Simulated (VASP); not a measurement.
# HfS4 (P4/mmm) in VASP: a series of runs, part 2 of 2

VASP 6.6.1. Earlier steps stand in the parts before.

**4. Single point, PBE**

This run uses another cell than the first one, of 23.64 Å³/atom, 1.146 times its volume.

Contents of INCAR:

```
  PREC = Accurate
  ENCUT = 520
  EDIFF = 1E-6
  ISMEAR = 0
  SIGMA = 0.1
  LREAL = False
  LASPH = True
  NELM = 100
  ALGO = Normal
  ISIF = 2
  LWAVE = False
  LCHARG = False
  GGA = PE
  NBANDS = 25
```

Contents of KPOINTS:

```
regular mesh
0
Gamma
  4 4 4
```

Contents of POSCAR:

```
HfS4
1.0
    4.7361604400      0.0000000000      0.0000000000
    0.0000000000      4.7361604400      0.0000000000
    0.0000000000      0.0000000000      5.2688942200
Hf S
1 4
Direct
    0.0000000000      0.0000000000      0.0000000000
    0.0000000000      0.5000000000      0.3047521500
    0.5000000000      0.0000000000      0.3047521500
    0.0000000000      0.5000000000      0.6952478500
    0.5000000000      0.0000000000      0.6952478500
```

Potentials or basis: VASP PAW PBE potentials, release 64 (Hf_pv, S).

Command:

```console
cat potpaw_PBE.64/Hf_pv/POTCAR potpaw_PBE.64/S/POTCAR > POTCAR
mpirun -np 1 vasp_std > vasp.out
```

OUTCAR:

```text
PREC = Accurate
   ENCUT = 520
   EDIFF = 1E-6
   ISMEAR = 0
   LREAL = False
   LASPH = True
   NELM = 100
   ISIF = 2
   GGA = PE

 ion  position               nearest neighbor table
   1  0.000  0.000  0.000-   2 2.86   3 2.86   4 2.86   5 2.86   2 2.86   4 2.86   3 2.86   5 2.86

   2  0.000  0.500  0.305-   4 2.06   1 2.86   1 2.86
   3  0.500  0.000  0.305-   5 2.06   1 2.86   1 2.86
   4  0.000  0.500  0.695-   2 2.06   1 2.86   1 2.86
   5  0.500  0.000  0.695-   3 2.06   1 2.86   1 2.86

  LATTYP: Found a simple tetragonal cell.
 ALAT       =     4.7361604400
 C/A-ratio  =     1.1124822072

  Lattice vectors:

 A1 = (   4.7361604400,   0.0000000000,   0.0000000000)
 A2 = (   0.0000000000,   4.7361604400,   0.0000000000)
 A3 = (   0.0000000000,   0.0000000000,   5.2688942200)

Analysis of symmetry for initial positions (statically):
=====================================================================
 Subroutine PRICEL returns:
 Original cell was already a primitive cell.

 Routine SETGRP: Setting up the symmetry group for a
 simple tetragonal supercell.

[... 166 lines left out ...]
 E-fermi :   4.0690     XC(G=0):  -9.2370

 val. band max:        4.0212077783   @ k =   0.2500   0.0000   0.5000
 cond. band min:       4.1257792558   @ k =   0.2500   0.2500   0.2500
 fundamental gap:      0.1045714775
 Fermi energy:         4.0689720092

 k-point     1 :       0.0000    0.0000    0.0000
  band No.  band energies     occupation
      1     -28.5955      2.00000
      2     -28.5955      2.00000
      3     -28.5526      2.00000
      4     -11.8339      2.00000
      5     -10.8020      2.00000
      6      -7.3871      2.00000
[... 493 lines left out ...]
     24       7.9097      0.00000
     25      10.3461      0.00000

------------------------ aborting loop because EDIFF is reached ----------------------------------------

  FORCE on cell =-STRESS in cart. coord.  units (eV):
  Direction    XX          YY          ZZ          XY          YZ          ZX
  --------------------------------------------------------------------------------------
  -------------------------------------------------------------------------------------
  Total       -4.9663331     -4.9663331     -8.7715279      0.0000000      0.0000000      0.0000000
  in kB      -67.3246544    -67.3246544   -118.9086745      0.0000000      0.0000000      0.0000000
  external PRESSURE =     -84.5193277 kB  Pullay stress =       0.0000000 kB

 VOLUME and BASIS-vectors are now :
 -----------------------------------------------------------------------------
  energy-cutoff  :      520.00
  volume of cell :      118.19
      direct lattice vectors                 reciprocal lattice vectors
     4.736160440  0.000000000  0.000000000     0.211141496  0.000000000  0.000000000
     0.000000000  4.736160440  0.000000000     0.000000000  0.211141496  0.000000000
     0.000000000  0.000000000  5.268894220     0.000000000  0.000000000  0.189793144

 POSITION                                       TOTAL-FORCE (eV/Angst)
 -----------------------------------------------------------------------------------
      0.00000      0.00000      0.00000        -0.000000     -0.000000      0.000000
      0.00000      2.36808      1.60571        -0.000000     -0.000000     -1.609377
      2.36808      0.00000      1.60571        -0.000000      0.000000     -1.609377
      0.00000      2.36808      3.66319         0.000000      0.000000      1.609377
      2.36808      0.00000      3.66319        -0.000000      0.000000      1.609377
 -----------------------------------------------------------------------------------
    total drift:                                0.000000     -0.000000     -0.000000

  FREE ENERGIE OF THE ION-ELECTRON SYSTEM (eV)
  ---------------------------------------------------
  free  energy   TOTEN  =       -27.7834445622 eV

  energy  without entropy=      -27.7630336553  energy(sigma->0) =      -27.77323911
```

OSZICAR:

```text
N       E                     dE             d eps       ncg     rms          rms(c)
DAV:   1     0.168975053052E+03    0.16898E+03   -0.15631E+04   908   0.119E+03
DAV:   2    -0.172098031154E+02   -0.18618E+03   -0.17818E+03  1173   0.244E+02
DAV:   3    -0.302435707566E+02   -0.13034E+02   -0.12868E+02  1216   0.569E+01
DAV:   4    -0.304779245135E+02   -0.23435E+00   -0.23377E+00  1175   0.909E+00
DAV:   5    -0.304832668256E+02   -0.53423E-02   -0.53393E-02  1198   0.132E+00    0.278E+01
DAV:   6    -0.278446195778E+02    0.26386E+01   -0.61421E+00  1002   0.933E+00    0.234E+01
DAV:   7    -0.277968686293E+02    0.47751E-01   -0.52883E-01  1107   0.353E+00    0.141E+01
DAV:   8    -0.278150935007E+02   -0.18225E-01   -0.25394E-01  1103   0.232E+00    0.270E+00
DAV:   9    -0.277925529308E+02    0.22541E-01   -0.15636E-01  1027   0.168E+00    0.112E+00
DAV:  10    -0.277839880788E+02    0.85649E-02   -0.13464E-02  1063   0.539E-01    0.432E-01
DAV:  11    -0.277834102408E+02    0.57784E-03   -0.35424E-03  1048   0.253E-01    0.185E-01
DAV:  12    -0.277834622701E+02   -0.52029E-04   -0.31845E-04  1134   0.840E-02    0.126E-01
DAV:  13    -0.277834416397E+02    0.20630E-04   -0.56203E-05  1137   0.329E-02    0.511E-02
DAV:  14    -0.277834445298E+02   -0.28901E-05   -0.11418E-05  1182   0.152E-02    0.289E-02
DAV:  15    -0.277834445622E+02   -0.32433E-07   -0.13556E-06   825   0.558E-03
   1 F= -.27783445E+02 E0= -.27773239E+02  d E =-.204109E-01
```

It took 36 s on 1 thread of Intel Xeon Platinum 8259CL at 2.50GHz (Skylake/Cascade Lake), shared host; peak memory 0.23 GiB.

What came out:

* Free energy: -27.7834 eV
* Pressure: -8.5 GPa
* Largest force: 1.609 eV/Å
* Band gap on the k mesh: zero (band 17 reaches 4.71 eV, above the bottom of band 18 at 3.01 eV)

Forces in eV/Å, atoms in the order of the input:
```
Hf   0.000  0.000  0.000
S    0.000  0.000 -1.609
S    0.000  0.000 -1.609
S    0.000  0.000  1.609
S    0.000  0.000  1.609
```

Levels at points of the mesh, in eV from the Fermi level:
```
           k point  band 15  band 16  band 17  band 18  band 19  band 20
(0.00, 0.00, 0.00)    -2.52    -0.38     0.07     0.07     0.57     2.85
(0.50, 0.00, 0.00)    -1.67    -0.84    -0.70     0.26     1.02     1.55
(0.50, 0.50, 0.00)    -1.86     0.14     0.21     0.62     0.97     1.35
(0.00, 0.00, 0.50)    -2.50    -1.51    -0.38    -0.17    -0.17     0.66
(0.50, 0.00, 0.50)    -2.19    -2.04    -1.54    -0.96     0.52     1.09
(0.50, 0.50, 0.50)    -2.00    -1.69     0.57     0.60     0.60     0.91
```

Caveat: spin-orbit coupling is left out, which moves the levels of the heavy elements; forces of over 1 eV/Å act on the atoms, so gaps and moduli don't describe the material at rest.

**5. Summary**

| task | cell | k mesh | cutoff (eV) | gap on the mesh (eV) | pressure (GPa) |
| --- | --- | --- | --- | --- | --- |
| single point | a = 4.610, b = 4.610, c = 4.854 Å, 5 atoms | 8 × 8 × 8 | 520 | none | -0.6 |
| relaxation of cell and atoms | relaxed from a = 4.630, b = 4.630, c = 4.859 Å, 5 atoms | 8 × 8 × 8 | 600 | none | 0.0 |
| single point | a = 4.736, b = 4.736, c = 5.269 Å, 5 atoms | 4 × 4 × 4 | 520 | none | -8.5 |

Alike in all rows: level PBE; potentials or basis VASP PAW PBE potentials, release 64 (Hf_pv, S); no spin polarisation; smearing gaussian 0.1 eV.

Caveats: spin-orbit coupling is left out, which moves the levels of the heavy elements; forces of over 1 eV/Å act on the atoms, so gaps and moduli don't describe the material at rest (some runs).

Total energies depend on the potentials used, so only differences within one code and one set of settings carry meaning.
